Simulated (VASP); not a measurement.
Rb, 1 atom in the cell. The structure is cubic, space group Im-3m (No. 229). Conventional cell: a = 5.672 Å, b = 5.672 Å, c = 5.672 Å, α = 90.00°, β = 90.00°, γ = 90.00°. 

```yaml
Program: VASP 6.6.1
Task: single point
Functional: PBE
Potentials_or_basis: VASP PAW PBE potentials, release 64 (Rb_sv)
Cutoff: 520 eV
k_mesh: 8 × 8 × 8
Occupations: gaussian, width 0.03 eV
Spin: no spin polarisation
Dipole_correction: no
Further_INCAR_settings: ALGO = Normal; EDIFF = 1e-06; NBANDS = 10
```

Potentials or basis: VASP PAW PBE potentials, release 64 (Rb_sv).

Run with:

```sh
$ cat potpaw_PBE.64/Rb_sv/POTCAR > POTCAR
$ mpirun -np 1 vasp_std > vasp.out
```

Hardware: 1 thread of AMD EPYC 7R13, with other jobs on the host.

Q: How long does it take, and how much memory?

A: It took 38 s on 1 thread of AMD EPYC 7R13, with other jobs on the host, peak memory 0.2 GiB. Counts: scf iterations 10, k points 29.
